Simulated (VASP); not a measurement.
# Co (P6_3/mmc) in VASP: a series of runs

Co is run at these levels: LDA; tasks: single point, relaxation of shape and atoms at fixed volume.

Everything below comes from runs of VASP 6.6.1. Logs are shortened: lines on timing, memory, paths and dates and some standing lists are left out, and cuts for length are marked.

### Step 1. The cell of the first run

The structure is hexagonal, space group P6_3/mmc (No. 194). Conventional cell: a = 2.379 Å, b = 2.379 Å, c = 3.836 Å, α = 90.00°, β = 90.00°, γ = 120.00°. Within 3.1 Å of Co (site symmetry -6m2) lie 12 Co at 2.36 to 2.38 Å.

### Step 2. Single point, LDA, collinear spin, ferromagnetic start

File INCAR:

```
SYSTEM = Co
PREC = Accurate
ENCUT = 520
EDIFF = 1E-6
ISMEAR = -1
SIGMA = 0.08
LREAL = .FALSE.
LASPH = .TRUE.
NELM = 150
ALGO = Normal
ISIF = 2
LWAVE = .FALSE.
LCHARG = .TRUE.
ISPIN = 2
MAGMOM = 1.7 1.7
LORBIT = 11
LMAXMIX = 4
GGA = CA
LELF = .TRUE.
LVHAR = .TRUE.
NBANDS = 20
```

File KPOINTS:

```
regular mesh
0
G
  19 19 11
  0 0 0
```

File POSCAR:

```
Co
1.0
    2.3793736710      0.0000000000      0.0000000000
   -1.1896868355      2.0605980441      0.0000000000
    0.0000000000      0.0000000000      3.8363172936
Co
2
Direct
    0.3333333333      0.6666666667      0.2500000000
    0.6666666667      0.3333333333      0.7500000000
```

Potentials or basis: VASP PAW LDA potentials, release 64 (Co).

On the command line:

```sh
cat potpaw_LDA.64/Co/POTCAR > POTCAR
mpirun -np 1 vasp_std > vasp.out
```

OUTCAR:

```text
SYSTEM = Co
   PREC = Accurate
   ENCUT = 520
   EDIFF = 1E-6
   ISMEAR = -1
   LREAL = .FALSE.
   LASPH = .TRUE.
   NELM = 150
   ISIF = 2
   ISPIN = 2
   LORBIT = 11
   GGA = CA

 ion  position               nearest neighbor table
   1  0.333  0.667  0.250-   2 2.36   2 2.36   2 2.36   2 2.36   2 2.36   2 2.36
   2  0.667  0.333  0.750-   1 2.36   1 2.36   1 2.36   1 2.36   1 2.36   1 2.36

  LATTYP: Found a hexagonal cell.
 ALAT       =     2.3793736710
 C/A-ratio  =     1.6123223268

  Lattice vectors:

 A1 = (   2.3793736710,   0.0000000000,   0.0000000000)
 A2 = (  -1.1896868355,   2.0605980441,   0.0000000000)
 A3 = (   0.0000000000,   0.0000000000,   3.8363172936)

Analysis of symmetry for initial positions (statically):
=====================================================================
 Subroutine PRICEL returns:
 Original cell was already a primitive cell.

 Routine SETGRP: Setting up the symmetry group for a
 hexagonal supercell.

 Subroutine GETGRP returns: Found 24 space group operations
 (whereof 12 operations were pure point group operations)
 out of a pool of 24 trial point group operations.

The static configuration has the point symmetry D_3d.
 The point group associated with its full space group is D_6h.

Analysis of symmetry for dynamics (positions and initial velocities):
=====================================================================
 Subroutine PRICEL returns:
 Original cell was already a primitive cell.

 Routine SETGRP: Setting up the symmetry group for a
 hexagonal supercell.

 Subroutine GETGRP returns: Found 24 space group operations
 (whereof 12 operations were pure point group operations)
 out of a pool of 24 trial point group operations.

The dynamic configuration has the point symmetry D_3d.
 The point group associated with its full space group is D_6h.

Analysis of structural, dynamic, and magnetic symmetry:
=====================================================================
 Subroutine PRICEL returns:
 Original cell was already a primitive cell.

 Routine SETGRP: Setting up the symmetry group for a
 hexagonal supercell.

 Subroutine GETGRP returns: Found 24 space group operations
 (whereof 12 operations were pure point group operations)
 out of a pool of 24 trial point group operations.

The overall configuration has the point symmetry D_3d.
 The point group associated with its full space group is D_6h.

 Subroutine INISYM returns: Found 24 space group operations
 (whereof 12 operations are pure point group operations),
 and found     1 'primitive' translations

[... 111 lines left out ...]
   IALGO  =     38    algorithm
   IMIX   =      4    mixing-type and parameters
     AMIX     =   0.40;   BMIX     =  1.00
     AMIX_MAG =   1.60;   BMIX_MAG =  1.00
  volume/ion in A,a.u.               =       9.40        63.47
  Fermi-wavevector in a.u.,A,eV,Ry     =   1.613277  3.048651 35.411360  2.602662
  Thomas-Fermi vector in A             =   2.708372
   LORBIT       =     11    0 simple, 1 ext, 2 COOP (PROOUT), +10 PAW based schemes
   GGA     = CA    functional components
   LHFCALC =     F    Hartree Fock is set to
   AEXX    =    0.0000 exact exchange contribution
   IVDW    =     0    specifies the selected vdW correction
   LEPSILON=     F    determine dielectric tensor
   LRPA    =     F    only Hartree local field effects (RPA)
 spin polarized calculation
  energy-cutoff  :      520.00
  volume of cell :       18.81
 maximum number of plane-waves:       537
 NGX is ok and might be reduce to    18
   NGX =  9   NGY =  9   NGZ = 15

 number of electron      18.0000017 magnetization       2.6405001

 Free energy of the ion-electron system (eV)
  ---------------------------------------------------
  ext. energy  EPLUGINS =         0.00000000
  ---------------------------------------------------
  free energy    TOTEN  =       -16.21736682 eV

  energy without entropy =      -16.15778592  energy(sigma->0) =      -16.18757637

 E-fermi :  12.1032     XC(G=0): -14.5995

 val. band max:       12.0993774140   @ k =   0.2632   0.2105   0.3636
 cond. band min:      12.1047111572   @ k =   0.0526   0.0000   0.2727
 fundamental gap:      0.0053337431
 Fermi energy:        12.1031831428

 spin component 1

 k-point     1 :       0.0000    0.0000    0.0000
  band No.  band energies     occupation
      1       2.3529      1.00000
      2       6.3426      1.00000
      3       9.4637      1.00000
      4       9.4753      1.00000
      5       9.4753      1.00000
      6       9.8851      1.00000
[... 541 lines left out ...]
     19      37.9432      0.00000
     20      39.8028      0.00000

 [... further k-points ...]

 spin component 2

 k-point     1 :       0.0000    0.0000    0.0000
  band No.  band energies     occupation
      1       2.5301      1.00000
      2       7.1143      1.00000
      3      10.6849      1.00000
      4      10.6859      1.00000
      5      10.6859      1.00000
      6      11.1377      0.99999
[... 541 lines left out ...]
     19      38.3151      0.00000
     20      40.2359      0.00000

 [... further k-points ...]
[... 5 lines left out ...]
  --------------------------------------------------------------------------------------
  -------------------------------------------------------------------------------------
  Total        1.9459566      1.9459566      1.8945070     -0.0000000      0.0000000      0.0000000
  in kB      165.7575338    165.7575338    161.3750338     -0.0000000      0.0000000      0.0000000
  external PRESSURE =     164.2967005 kB  Pullay stress =       0.0000000 kB

 VOLUME and BASIS-vectors are now :
 -----------------------------------------------------------------------------
  energy-cutoff  :      520.00
  volume of cell :       18.81
      direct lattice vectors                 reciprocal lattice vectors
     2.379373671  0.000000000  0.000000000     0.420278669  0.242648003  0.000000000
    -1.189686836  2.060598044  0.000000000     0.000000000  0.485296006  0.000000000
     0.000000000  0.000000000  3.836317294     0.000000000  0.000000000  0.260666656

 POSITION                                       TOTAL-FORCE (eV/Angst)
 -----------------------------------------------------------------------------------
     -0.00000      1.37373      0.95908        -0.000000      0.000000      0.000000
      1.18969      0.68687      2.87724         0.000000     -0.000000      0.000000
 -----------------------------------------------------------------------------------
    total drift:                                0.000000     -0.000000     -0.000000

  FREE ENERGIE OF THE ION-ELECTRON SYSTEM (eV)
  ---------------------------------------------------
  free  energy   TOTEN  =       -16.2173668219 eV

  energy  without entropy=      -16.1577859224  energy(sigma->0) =      -16.18757637

 total charge

# of ion       s       p       d       tot
------------------------------------------
    1        0.553   0.653   7.393   8.598
    2        0.553   0.653   7.393   8.598
--------------------------------------------------
tot          1.105   1.305  14.786  17.197

 magnetization (x)

# of ion       s       p       d       tot
------------------------------------------
    1       -0.012  -0.036   1.354   1.306
    2       -0.012  -0.036   1.354   1.306
--------------------------------------------------
tot         -0.024  -0.071   2.708   2.613
```

It took 3.1 min on 1 thread of Intel Xeon 8259CL, shared host; peak memory 0.23 GiB.

What came out:

```yaml
Free_energy: -16.2174 eV
Pressure: 16.4 GPa
Net_moment: 2.64 μB per cell
Site_moments: Co +1.31 μB
Valence_electrons_inside_the_program's_atomic_spheres: Co 8.60
```

Caveat: the cell stands under pressure.

### Step 3. Single point, LDA, collinear spin, ferromagnetic start (9.40 Å³/atom)

File INCAR:

```
PREC = Accurate
ENCUT = 520
EDIFF = 1E-6
ISMEAR = -1
SIGMA = 0.08
LREAL = F
LASPH = T
NELM = 150
ALGO = Normal
ISIF = 2
LWAVE = F
LCHARG = F
ISPIN = 2
MAGMOM = 1.7 1.7
LORBIT = 11
LMAXMIX = 4
GGA = CA
NBANDS = 20
```

File KPOINTS:

```
Automatic mesh
0
Gamma
  19 19 11
```

POSCAR is that of step 2.

Potentials or basis: VASP PAW LDA potentials, release 64 (Co).

On the command line:

```sh
cat potpaw_LDA.64/Co/POTCAR > POTCAR
mpirun -np 1 vasp_std > vasp.out
```

OUTCAR:

```text
PREC = Accurate
   ENCUT = 520
   EDIFF = 1E-6
   ISMEAR = -1
   LREAL = F
   LASPH = T
   NELM = 150
   ISIF = 2
   ISPIN = 2
   LORBIT = 11
   GGA = CA

 ion  position               nearest neighbor table
   1  0.333  0.667  0.250-   2 2.36   2 2.36   2 2.36   2 2.36   2 2.36   2 2.36
   2  0.667  0.333  0.750-   1 2.36   1 2.36   1 2.36   1 2.36   1 2.36   1 2.36

  LATTYP: Found a hexagonal cell.
 ALAT       =     2.3793736710
 C/A-ratio  =     1.6123223268

  Lattice vectors:

 A1 = (   2.3793736710,   0.0000000000,   0.0000000000)
[... 1321 lines left out ...]
  external PRESSURE =     164.2967005 kB  Pullay stress =       0.0000000 kB

 VOLUME and BASIS-vectors are now :
 -----------------------------------------------------------------------------
  energy-cutoff  :      520.00
  volume of cell :       18.81
      direct lattice vectors                 reciprocal lattice vectors
     2.379373671  0.000000000  0.000000000     0.420278669  0.242648003  0.000000000
    -1.189686836  2.060598044  0.000000000     0.000000000  0.485296006  0.000000000
     0.000000000  0.000000000  3.836317294     0.000000000  0.000000000  0.260666656

 POSITION                                       TOTAL-FORCE (eV/Angst)
 -----------------------------------------------------------------------------------
     -0.00000      1.37373      0.95908        -0.000000      0.000000      0.000000
      1.18969      0.68687      2.87724         0.000000     -0.000000      0.000000
 -----------------------------------------------------------------------------------
    total drift:                                0.000000     -0.000000     -0.000000

  FREE ENERGIE OF THE ION-ELECTRON SYSTEM (eV)
  ---------------------------------------------------
  free  energy   TOTEN  =       -16.2173668219 eV

  energy  without entropy=      -16.1577859224  energy(sigma->0) =      -16.18757637

 total charge

# of ion       s       p       d       tot
------------------------------------------
    1        0.553   0.653   7.393   8.598
    2        0.553   0.653   7.393   8.598
--------------------------------------------------
tot          1.105   1.305  14.786  17.197

 magnetization (x)

# of ion       s       p       d       tot
------------------------------------------
    1       -0.012  -0.036   1.354   1.306
    2       -0.012  -0.036   1.354   1.306
--------------------------------------------------
tot         -0.024  -0.071   2.708   2.613
```

stdout:

```text
POSCAR found type information on POSCAR Co
 POSCAR found :  1 types and       2 ions
 scaLAPACK will be used
 LDA part: xc-table for (Slater(with rela. corr.)+CA(PZ))
 , standard interpolation
 POSCAR, INCAR and KPOINTS ok, starting setup
 FFT: planning ... GRIDC
 FFT: planning ... GRID_SOFT
 FFT: planning ... GRID
 WAVECAR not read
 entering main loop
```

Run time: 3.1 min. Hardware: 1 thread of Intel Xeon 8259CL, shared host; peak memory 0.23 GiB.

Results:

```yaml
Free_energy: -16.2174 eV
Pressure: 16.4 GPa
Net_moment: 2.64 μB per cell
Site_moments: Co +1.31 μB
Valence_electrons_inside_the_program's_atomic_spheres: Co 8.60
```

Levels at points of the mesh, in eV from the Fermi level:
Spin up:
```
           k point  band 8  band 9  band 10  band 11  band 12  band 13
(0.00, 0.00, 0.00)   -1.78   -1.78    -0.37    -0.37    -0.08     7.90
```
Spin down:
| k point | band 5 | band 6 | band 7 | band 8 | band 9 | band 10 | band 11 | band 12 |
| --- | --- | --- | --- | --- | --- | --- | --- | --- |
| (0.00, 0.00, 0.00) | -1.42 | -0.97 | -0.97 | -0.48 | -0.48 | 0.09 | 1.03 | 1.03 |

Caveat: the cell stands under pressure.

### Step 4. Single point, LDA, collinear spin, ferromagnetic start

This run uses another cell than the first one, of 10.00 Å³/atom.

File INCAR:

```
SYSTEM = Co
  PREC = Accurate
  ENCUT = 520
  EDIFF = 1E-6
  ISMEAR = -1
  SIGMA = 0.08
  LREAL = .False.
  LASPH = .True.
  NELM = 150
  ALGO = Normal
  ISIF = 2
  LWAVE = .False.
  LCHARG = .False.
  ISPIN = 2
  MAGMOM = 1.7 1.7
  LORBIT = 11
  LMAXMIX = 4
  NBANDS = 20
```

File KPOINTS:

```
Automatic mesh
0
Gamma
  19 19 11
  0 0 0
```

File POSCAR:

```
Co
1.0
    2.4281534881      0.0000000000      0.0000000000
   -1.2140767440      2.1028426050      0.0000000000
    0.0000000000      0.0000000000      3.9188595371
Co
2
Direct
    0.3333333333      0.6666666667      0.2500000000
    0.6666666667      0.3333333333      0.7500000000
```

Potentials or basis: VASP PAW LDA potentials, release 64 (Co).

On the command line:

```sh
cat potpaw_LDA.64/Co/POTCAR > POTCAR
mpirun -np 1 vasp_std > vasp.out
```

OUTCAR:

```text
SYSTEM = Co
   PREC = Accurate
   ENCUT = 520
   EDIFF = 1E-6
   ISMEAR = -1
   LREAL = .False.
   LASPH = .True.
   NELM = 150
   ISIF = 2
   ISPIN = 2
   LORBIT = 11

 ion  position               nearest neighbor table
   1  0.333  0.667  0.250-   2 2.41   2 2.41   2 2.41   2 2.41   2 2.41   2 2.41
   2  0.667  0.333  0.750-   1 2.41   1 2.41   1 2.41   1 2.41   1 2.41   1 2.41

  LATTYP: Found a hexagonal cell.
 ALAT       =     2.4281534881
 C/A-ratio  =     1.6139257902

  Lattice vectors:

 A1 = (   2.4281534881,   0.0000000000,   0.0000000000)
 A2 = (  -1.2140767440,   2.1028426050,   0.0000000000)
 A3 = (   0.0000000000,   0.0000000000,   3.9188595371)

[... 1322 lines left out ...]
  energy-cutoff  :      520.00
  volume of cell :       20.01
      direct lattice vectors                 reciprocal lattice vectors
     2.428153488  0.000000000  0.000000000     0.411835580  0.237773383  0.000000000
    -1.214076744  2.102842605  0.000000000     0.000000000  0.475546766  0.000000000
     0.000000000  0.000000000  3.918859537     0.000000000  0.000000000  0.255176280

 POSITION                                       TOTAL-FORCE (eV/Angst)
 -----------------------------------------------------------------------------------
     -0.00000      1.40190      0.97971         0.000000     -0.000000      0.000000
      1.21408      0.70095      2.93914        -0.000000      0.000000      0.000000
 -----------------------------------------------------------------------------------
    total drift:                               -0.000000      0.000000     -0.000000

  FREE ENERGIE OF THE ION-ELECTRON SYSTEM (eV)
  ---------------------------------------------------
  free  energy   TOTEN  =       -16.2715901497 eV

  energy  without entropy=      -16.2278399677  energy(sigma->0) =      -16.24971506

 total charge

# of ion       s       p       d       tot
------------------------------------------
    1        0.523   0.589   7.339   8.451
    2        0.523   0.589   7.339   8.451
--------------------------------------------------
tot          1.046   1.179  14.678  16.903

 magnetization (x)

# of ion       s       p       d       tot
------------------------------------------
    1       -0.013  -0.038   1.506   1.455
    2       -0.013  -0.038   1.506   1.455
--------------------------------------------------
tot         -0.026  -0.077   3.012   2.909
```

Run time: 3.1 min. Hardware: 1 thread of Intel Xeon 8259CL, shared host; peak memory 0.23 GiB.

What came out:

```
Free energy                                           : -16.2716 eV
Pressure                                              : -1.4 GPa
Net moment                                            : 2.92 μB per cell
Site moments                                          : Co +1.46 μB
Valence electrons inside the program's atomic spheres : Co 8.45
```

### Step 5. Relaxation of shape and atoms at fixed volume, LDA, collinear spin, ferromagnetic start

This run uses another cell than the first one, of 4.50 Å³/atom.

File INCAR:

```
  PREC = Accurate
  ENCUT = 600
  EDIFF = 1E-6
  ISMEAR = -1
  SIGMA = 0.08
  LREAL = False
  LASPH = True
  NELM = 150
  ALGO = Normal
  ISIF = 4
  LWAVE = False
  LCHARG = False
  ISPIN = 2
  MAGMOM = 1.7 1.7
  LORBIT = 11
  LMAXMIX = 4
  GGA = CA
  IBRION = 2
  NSW = 50
  EDIFFG = -0.005
```

File KPOINTS:

```
Automatic mesh
0
Gamma
  19 19 11
```

File POSCAR:

```
Co
1.0
    1.8607169212      0.0000000000      0.0000000000
   -0.9303584606      1.6114281230      0.0000000000
    0.0000000000      0.0000000000      3.0030590275
Co
2
Direct
    0.3333333333      0.6666666667      0.2500000000
    0.6666666667      0.3333333333      0.7500000000
```

On the command line:

```sh
cat potpaw_LDA.64/Co/POTCAR > POTCAR
mpirun -np 1 vasp_std > vasp.out
```

Run time: 2.3 min. Hardware: 1 thread of Intel Xeon 8259CL, shared host; peak memory 0.18 GiB.

The run converged, but its numbers aren't listed here, since they failed a check.

Caveat: atoms lie so close that the PAW spheres overlap strongly, which falsifies energies and pressures.
